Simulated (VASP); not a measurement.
# Cs (P6_3/mmc) in VASP: further runs

Cs is run at these levels: LDA; tasks: single point.

All numbers are computed with VASP 6.6.1; they aren't measurements. Logs are shortened: lines on timing, memory, paths and dates and some standing lists are left out, and cuts for length are marked.

**1. The cell of the first run**

The structure is hexagonal, space group P6_3/mmc (No. 194). Conventional cell: a = 4.975 Å, b = 4.975 Å, c = 8.059 Å, α = 90.00°, β = 90.00°, γ = 120.00°.

**2. Single point, LDA**

INCAR reads:

```
PREC = Accurate ; ENCUT = 520
EDIFF = 1E-6 ; ISMEAR = -1
SIGMA = 0.1 ; LREAL = F
LASPH = T ; NELM = 80
ALGO = Normal ; ISIF = 2
LWAVE = F ; LCHARG = F
GGA = CA ; NBANDS = 16
```

KPOINTS reads:

```
Automatic mesh
0
Gamma
  9 9 5
```

POSCAR reads:

```
Cs
1.0
    4.9747281001      0.0000000000      0.0000000000
   -2.4873640501      4.3082409116      0.0000000000
    0.0000000000      0.0000000000      8.0590595222
Cs
2
Direct
    0.3333333333      0.6666666667      0.2500000000
    0.6666666667      0.3333333333      0.7500000000
```

Potentials or basis: VASP PAW LDA potentials, release 64 (Cs_sv).

On the command line:

```
$ cat potpaw_LDA.64/Cs_sv/POTCAR > POTCAR
$ mpirun -np 1 vasp_std > vasp.out
```

OUTCAR:

```text
PREC = Accurate
   ENCUT = 520
   EDIFF = 1E-6
   ISMEAR = -1
   LREAL = F
   LASPH = T
   NELM = 80
   ISIF = 2
   GGA = CA

 ion  position               nearest neighbor table
   1  0.333  0.667  0.250-
   2  0.667  0.333  0.750-

  LATTYP: Found a hexagonal cell.
 ALAT       =     4.9747281001
 C/A-ratio  =     1.6200000000

  Lattice vectors:

 A1 = (   4.9747281001,   0.0000000000,   0.0000000000)
 A2 = (  -2.4873640501,   4.3082409116,   0.0000000000)
 A3 = (   0.0000000000,   0.0000000000,   8.0590595222)

Analysis of symmetry for initial positions (statically):
=====================================================================
 Subroutine PRICEL returns:
 Original cell was already a primitive cell.

 Routine SETGRP: Setting up the symmetry group for a
 hexagonal supercell.

 Subroutine GETGRP returns: Found 24 space group operations
 (whereof 12 operations were pure point group operations)
 out of a pool of 24 trial point group operations.

The static configuration has the point symmetry D_3d.
 The point group associated with its full space group is D_6h.

Analysis of symmetry for dynamics (positions and initial velocities):
=====================================================================
 Subroutine PRICEL returns:
 Original cell was already a primitive cell.

 Routine SETGRP: Setting up the symmetry group for a
 hexagonal supercell.

 Subroutine GETGRP returns: Found 24 space group operations
 (whereof 12 operations were pure point group operations)
 out of a pool of 24 trial point group operations.

The dynamic configuration has the point symmetry D_3d.
 The point group associated with its full space group is D_6h.

 Subroutine INISYM returns: Found 24 space group operations
 (whereof 12 operations are pure point group operations),
 and found     1 'primitive' translations

----------------------------------------------------------------------------------------

                                     Primitive cell

  volume of cell :     172.7244

  direct lattice vectors                    reciprocal lattice vectors
     4.974728100  0.000000000  0.000000000     0.201016011  0.116056648  0.000000000
    -2.487364050  4.308240912  0.000000000     0.000000000  0.232113296  0.000000000
     0.000000000  0.000000000  8.059059522     0.000000000  0.000000000  0.124083958

  length of vectors
     4.974728100  4.974728100  8.059059522     0.232113296  0.232113296  0.124083958

  position of ions in fractional coordinates (direct lattice)
     0.333333333  0.666666667  0.250000000
     0.666666667  0.333333333  0.750000000

  ion indices of the primitive-cell ions
   primitive index   ion index
                 1           1
                 2           2

----------------------------------------------------------------------------------------

 KPOINTS: Automatic mesh

Automatic generation of k-mesh.
 Grid dimensions read from file:
 generate k-points for:    9    9    5

 Generating k-lattice:

  Cartesian coordinates                     Fractional coordinates (reciprocal lattice)
     0.022335112  0.012895183  0.000000000     0.111111111  0.000000000  0.000000000
     0.000000000  0.025790366  0.000000000     0.000000000  0.111111111  0.000000000
     0.000000000  0.000000000  0.024816792     0.000000000  0.000000000  0.200000000

  Length of vectors
     0.025790366  0.025790366  0.024816792

  Shift w.r.t. Gamma in fractional coordinates (k-lattice)
     0.000000000  0.000000000  0.000000000

 Subroutine IBZKPT returns following result:
 ===========================================

 Found     36 irreducible k-points:

 Following reciprocal coordinates:
            Coordinates               Weight
  0.000000  0.000000  0.000000      1.000000
  0.111111  0.000000  0.000000      6.000000
  0.222222  0.000000  0.000000      6.000000
  0.333333  0.000000  0.000000      6.000000
  0.444444  0.000000  0.000000      6.000000
  0.111111  0.111111  0.000000      6.000000
[... 16 lines left out ...]
  0.333333  0.222222  0.200000     24.000000
  0.333333  0.333333  0.200000      4.000000
 [... further k-points ...]
   k-points           NKPTS =     36   k-points in BZ     NKDIM =     36   number of bands    NBANDS=     16
   number of dos      NEDOS =    301   number of ions     NIONS =      2
   total plane-waves  NPLWV =  96000
   dimension x,y,z NGX =    40 NGY =   40 NGZ =   60
   dimension x,y,z NGXF=    80 NGYF=   80 NGZF=  120
   ions per type =               2
   NGX,Y,Z   is equivalent  to a cutoff of  13.37, 13.37, 12.38 a.u.
   NGXF,Y,Z  is equivalent  to a cutoff of  26.73, 26.73, 24.75 a.u.
 SYSTEM =  unknown system
   PREC   = accura    normal or accurate (medium, high low for compatibility)
   ISTART =      0    job   : 0-new  1-cont  2-samecut
   ICHARG =      2    charge: 1-file 2-atom 10-const
   ISPIN  =      1    spin polarized calculation?
   LNONCOLLINEAR =      F non collinear calculations
   LSORBIT =      F    spin-orbit coupling
   LASPH  =      T    aspherical Exc in radial PAW
   ENCUT  =  520.0 eV  38.22 Ry    6.18 a.u.   9.25  9.25 14.98*2*pi/ulx,y,z
   NELM   =     80;   NELMIN=  2; NELMDL= -5     # of ELM steps
   EDIFF  = 0.1E-05   stopping-criterion for ELM
   LREAL  =      F    real-space projection
   EDIFFG = 0.1E-04   stopping-criterion for IOM
   NSW    =      0    number of steps for IOM
   IBRION =     -1    ionic relax: 0-MD 1-quasi-New 2-CG
   NFREE  =      0    steps in history (QN), initial steepest desc. (CG)
   ISIF   =      2    stress and relaxation
   ISYM   =      2    0-nonsym 1-usesym 2-fastsym
   POTIM  = 0.5000    time-step for ionic-motion
   TEBEG  =    0.0;   TEEND  =   0.0 temperature during run
   PSTRESS=    0.0 pullay stress
   NELECT =      18.0000    total number of electrons
   NUPDOWN=      -1.0000    fix difference up-down
   EMIN   =  10.00;   EMAX   =-10.00  energy-range for DOS
   EFERMI =   0.00;   METHOD = LEGACY
   ISMEAR =    -1;   SIGMA  =   0.10  broadening in eV -4-tet -1-fermi 0-gaus
   EFERMI_NEDOS =   21; number of points for ismear=-14 and -15
   IALGO  =     38    algorithm
   IMIX   =      4    mixing-type and parameters
     AMIX     =   0.40;   BMIX     =  1.00
     AMIX_MAG =   1.60;   BMIX_MAG =  1.00
  volume/ion in A,a.u.               =      86.36       582.80
  Fermi-wavevector in a.u.,A,eV,Ry     =   0.770397  1.455839  8.075209  0.593511
  Thomas-Fermi vector in A             =   1.871592
   LORBIT       =      0    0 simple, 1 ext, 2 COOP (PROOUT), +10 PAW based schemes
   GGA     = CA    functional components
   LHFCALC =     F    Hartree Fock is set to
   AEXX    =    0.0000 exact exchange contribution
   IVDW    =     0    specifies the selected vdW correction
   LEPSILON=     F    determine dielectric tensor
   LRPA    =     F    only Hartree local field effects (RPA)
 non-spin polarized calculation
  energy-cutoff  :      520.00
  volume of cell :      172.72
 maximum number of plane-waves:      4673
 NGX is ok and might be reduce to    40

 number of electron      18.0000001 magnetization

 Free energy of the ion-electron system (eV)
  ---------------------------------------------------
  ext. energy  EPLUGINS =         0.00000000
  ---------------------------------------------------
  free energy    TOTEN  =        -2.01350402 eV

  energy without entropy =       -1.93278751  energy(sigma->0) =       -1.97314576

 E-fermi :   1.0918     XC(G=0):  -6.3302

 val. band max:        1.0890098080   @ k =   0.1111   0.0000   0.0000
 cond. band min:       1.1230925818   @ k =   0.4444   0.1111   0.2000
 fundamental gap:      0.0340827739
 Fermi energy:         1.0917706138

 k-point     1 :       0.0000    0.0000    0.0000
  band No.  band energies     occupation
      1     -22.5833      2.00000
      2     -22.5588      2.00000
      3      -9.6020      2.00000
      4      -9.2920      2.00000
      5      -9.2920      2.00000
      6      -9.2437      2.00000
[... 8 lines left out ...]
     15       3.9756      0.00000
     16       3.9756      0.00000

 k-point     2 :       0.1111    0.0000    0.0000
  band No.  band energies     occupation
      1     -22.5808      2.00000
      2     -22.5577      2.00000
      3      -9.5879      2.00000
      4      -9.3240      2.00000
      5      -9.3020      2.00000
      6      -9.2772      2.00000
[... 8 lines left out ...]
     15       3.9052      0.00000
     16       4.0996      0.00000

 k-point     3 :       0.2222    0.0000    0.0000
  band No.  band energies     occupation
      1     -22.5745      2.00000
      2     -22.5551      2.00000
      3      -9.5493      2.00000
      4      -9.4052      2.00000
      5      -9.3578      2.00000
      6      -9.3263      2.00000
[... 8 lines left out ...]
     15       3.8852      0.00000
     16       4.1512      0.00000

 k-point     4 :       0.3333    0.0000    0.0000
  band No.  band energies     occupation
      1     -22.5667      2.00000
      2     -22.5527      2.00000
      3      -9.4969      2.00000
      4      -9.4965      2.00000
      5      -9.4434      2.00000
      6      -9.3526      2.00000
[... 8 lines left out ...]
     15       3.6133      0.00000
     16       4.7814      0.00000
[... 324 lines left out ...]
 k-point    22 :       0.2222    0.2222    0.2000
  band No.  band energies     occupation
      1     -22.5619      2.00000
      2     -22.5530      2.00000
      3      -9.5174      2.00000
      4      -9.4978      2.00000
      5      -9.4087      2.00000
      6      -9.3889      2.00000
[... 8 lines left out ...]
     15       3.2130      0.00000
     16       4.6551      0.00000

 k-point    23 :       0.3333    0.2222    0.2000
  band No.  band energies     occupation
      1     -22.5571      2.00000
      2     -22.5527      2.00000
      3      -9.5344      2.00000
      4      -9.5023      2.00000
      5      -9.4385      2.00000
      6      -9.3831      2.00000
[... 8 lines left out ...]
     15       3.5095      0.00000
     16       4.8538      0.00000

 k-point    24 :       0.3333    0.3333    0.2000
  band No.  band energies     occupation
      1     -22.5540      2.00000
      2     -22.5540      2.00000
      3      -9.4978      2.00000
      4      -9.4892      2.00000
      5      -9.4892      2.00000
      6      -9.4074      2.00000
[... 8 lines left out ...]
     15       3.6407      0.00000
     16       5.0201      0.00000

 [... further k-points ...]

------------------------ aborting loop because EDIFF is reached ----------------------------------------

  FORCE on cell =-STRESS in cart. coord.  units (eV):
  Direction    XX          YY          ZZ          XY          YZ          ZX
  --------------------------------------------------------------------------------------
  -------------------------------------------------------------------------------------
  Total        0.3015490      0.3015490      0.3407269     -0.0000000      0.0000000      0.0000000
  in kB        2.7971441      2.7971441      3.1605545     -0.0000000      0.0000000      0.0000000
  external PRESSURE =       2.9182809 kB  Pullay stress =       0.0000000 kB

 VOLUME and BASIS-vectors are now :
 -----------------------------------------------------------------------------
  energy-cutoff  :      520.00
  volume of cell :      172.72
      direct lattice vectors                 reciprocal lattice vectors
     4.974728100  0.000000000  0.000000000     0.201016011  0.116056648  0.000000000
    -2.487364050  4.308240912  0.000000000     0.000000000  0.232113296  0.000000000
     0.000000000  0.000000000  8.059059522     0.000000000  0.000000000  0.124083958

 POSITION                                       TOTAL-FORCE (eV/Angst)
 -----------------------------------------------------------------------------------
     -0.00000      2.87216      2.01476         0.000000      0.000000      0.000000
      2.48736      1.43608      6.04429        -0.000000     -0.000000      0.000000
 -----------------------------------------------------------------------------------
    total drift:                               -0.000000      0.000000     -0.000000

  FREE ENERGIE OF THE ION-ELECTRON SYSTEM (eV)
  ---------------------------------------------------
  free  energy   TOTEN  =        -2.0135040244 eV

  energy  without entropy=       -1.9327875052  energy(sigma->0) =       -1.97314576
```

Wall time 77 s (1 thread of Intel Xeon Platinum 8175M at 2.50GHz (Skylake/Cascade Lake), shared host); peak memory 0.27 GiB.

What came out:

- Free energy: -2.0135 eV
- Pressure: 0.3 GPa
- Band gap on the k mesh: zero (band 9 reaches 1.91 eV, above the bottom of band 10 at 0.22 eV)

Caveat: spin-orbit coupling is left out, which moves the levels of the heavy elements.

**3. Single point, LDA**

INCAR reads:

```
SYSTEM = Cs
  PREC = Accurate
  ENCUT = 520
  EDIFF = 1E-6
  ISMEAR = -1
  SIGMA = 0.1
  LREAL = .FALSE.
  LASPH = .TRUE.
  NELM = 60
  ALGO = Normal
  ISIF = 2
  LWAVE = .FALSE.
  LCHARG = .FALSE.
  NBANDS = 16
```

KPOINTS reads:

```
Automatic mesh
0
G
  9 9 5
  0 0 0
```

POSCAR is that of step 2.

Potentials or basis: VASP PAW LDA potentials, release 64 (Cs_sv).

On the command line:

```
$ cat potpaw_LDA.64/Cs_sv/POTCAR > POTCAR
$ mpirun -np 1 vasp_std > vasp.out
```

Wall time 74 s (1 thread of Intel Xeon Platinum 8175M at 2.50GHz (Skylake/Cascade Lake), shared host); peak memory 0.26 GiB.

It converged, with:

```
Free energy            : -2.0135 eV
Pressure               : 0.3 GPa
Band gap on the k mesh : zero (band 9 reaches 1.91 eV, above the bottom of band 10 at 0.22 eV)
```

Levels at points of the mesh, in eV from the Fermi level:
```
           k point  band 6  band 7  band 8  band 9  band 10  band 11  band 12  band 13
(0.00, 0.00, 0.00)  -10.34  -10.34  -10.33   -1.96    -0.17     1.25     2.47     2.47
```

Caveat: spin-orbit coupling is left out, which moves the levels of the heavy elements.

**4. Single point, LDA**

This run uses another cell than the first one, of 95.96 Å³/atom, 1.111 times its volume.

INCAR reads:

```
PREC = Accurate
ENCUT = 520
EDIFF = 1E-6
ISMEAR = -1
SIGMA = 0.1
LREAL = F
LASPH = T
NELM = 100
ALGO = Normal
ISIF = 2
LWAVE = F
LCHARG = F
NBANDS = 16
```

KPOINTS reads:

```
Automatic mesh
0
Gamma
  9 9 5
```

POSCAR reads:

```
Cs
1.0
    5.1525456203      0.0000000000      0.0000000000
   -2.5762728102      4.4622354014      0.0000000000
    0.0000000000      0.0000000000      8.3471239049
Cs
2
Direct
    0.3333333333      0.6666666667      0.2500000000
    0.6666666667      0.3333333333      0.7500000000
```

Potentials or basis: VASP PAW LDA potentials, release 64 (Cs_sv).

On the command line:

```
$ cat potpaw_LDA.64/Cs_sv/POTCAR > POTCAR
$ mpirun -np 1 vasp_std > vasp.out
```

OUTCAR:

```text
PREC = Accurate
   ENCUT = 520
   EDIFF = 1E-6
   ISMEAR = -1
   LREAL = F
   LASPH = T
   NELM = 100
   ISIF = 2

 ion  position               nearest neighbor table
   1  0.333  0.667  0.250-
   2  0.667  0.333  0.750-

  LATTYP: Found a hexagonal cell.
 ALAT       =     5.1525456203
 C/A-ratio  =     1.6200000000

  Lattice vectors:

 A1 = (   5.1525456203,   0.0000000000,   0.0000000000)
[... 641 lines left out ...]

 [... further k-points ...]

------------------------ aborting loop because EDIFF is reached ----------------------------------------

  FORCE on cell =-STRESS in cart. coord.  units (eV):
  Direction    XX          YY          ZZ          XY          YZ          ZX
  --------------------------------------------------------------------------------------
  -------------------------------------------------------------------------------------
  Total       -0.0218297     -0.0218297      0.0148148      0.0000000      0.0000000      0.0000000
  in kB       -0.1822417     -0.1822417      0.1236787      0.0000000      0.0000000      0.0000000
  external PRESSURE =      -0.0802682 kB  Pullay stress =       0.0000000 kB

 VOLUME and BASIS-vectors are now :
 -----------------------------------------------------------------------------
  energy-cutoff  :      520.00
  volume of cell :      191.92
      direct lattice vectors                 reciprocal lattice vectors
     5.152545620  0.000000000  0.000000000     0.194078825  0.112051462  0.000000000
    -2.576272810  4.462235401  0.000000000     0.000000000  0.224102924  0.000000000
     0.000000000  0.000000000  8.347123905     0.000000000  0.000000000  0.119801744

 POSITION                                       TOTAL-FORCE (eV/Angst)
 -----------------------------------------------------------------------------------
     -0.00000      2.97482      2.08678        -0.000000      0.000000      0.000000
      2.57627      1.48741      6.26034         0.000000     -0.000000      0.000000
 -----------------------------------------------------------------------------------
    total drift:                               -0.000000      0.000000     -0.000000

  FREE ENERGIE OF THE ION-ELECTRON SYSTEM (eV)
  ---------------------------------------------------
  free  energy   TOTEN  =        -2.0304177500 eV

  energy  without entropy=       -1.9512038137  energy(sigma->0) =       -1.99081078
```

OSZICAR:

```text
N       E                     dE             d eps       ncg     rms          rms(c)
DAV:   1     0.128837755563E+03    0.12884E+03   -0.62558E+03  1152   0.837E+02
DAV:   2     0.134779286167E+02   -0.11536E+03   -0.11081E+03  1760   0.152E+02
DAV:   3    -0.173463139461E+01   -0.15213E+02   -0.15156E+02  1512   0.602E+01
DAV:   4    -0.203205317497E+01   -0.29742E+00   -0.29738E+00  1496   0.973E+00
DAV:   5    -0.203439901902E+01   -0.23458E-02   -0.23458E-02  1584   0.879E-01    0.206E-01
DAV:   6    -0.203132988867E+01    0.30691E-02   -0.41568E-03  1440   0.290E-01    0.120E-01
DAV:   7    -0.203034960787E+01    0.98028E-03   -0.41318E-03  1392   0.281E-01    0.536E-02
DAV:   8    -0.203041369355E+01   -0.64086E-04   -0.14422E-04  1592   0.632E-02    0.817E-03
DAV:   9    -0.203041730622E+01   -0.36127E-05   -0.40773E-06  1568   0.108E-02    0.358E-03
DAV:  10    -0.203041775000E+01   -0.44378E-06   -0.48555E-07  1216   0.188E-03
   1 F= -.20304177E+01 E0= -.19908108E+01  d E =-.792139E-01
```

stdout:

```text
POSCAR found type information on POSCAR Cs
 POSCAR found :  1 types and       2 ions
 scaLAPACK will be used
 LDA part: xc-table for (Slater(with rela. corr.)+CA(PZ))
 , standard interpolation
 POSCAR, INCAR and KPOINTS ok, starting setup
 FFT: planning ... GRIDC
 FFT: planning ... GRID_SOFT
 FFT: planning ... GRID
 WAVECAR not read
 entering main loop
```

Run time: 81 s. Hardware: 1 thread of Intel Xeon Platinum 8175M at 2.50GHz (Skylake/Cascade Lake), shared host; peak memory 0.28 GiB.

What came out:

```yaml
Free_energy: -2.0304 eV
Pressure: 0.0 GPa
Band_gap_on_the_k_mesh: zero (band 9 reaches 1.57 eV, above the bottom of band 10 at -0.09 eV)
```

Levels at points of the mesh, in eV from the Fermi level:
```
           k point  band 5  band 6  band 7  band 8  band 9  band 10  band 11  band 12  band 13  band 14
(0.00, 0.00, 0.00)  -10.45  -10.41  -10.41  -10.41   -1.87    -0.12     1.07     2.42     2.42     2.49
```

Caveat: spin-orbit coupling is left out, which moves the levels of the heavy elements.
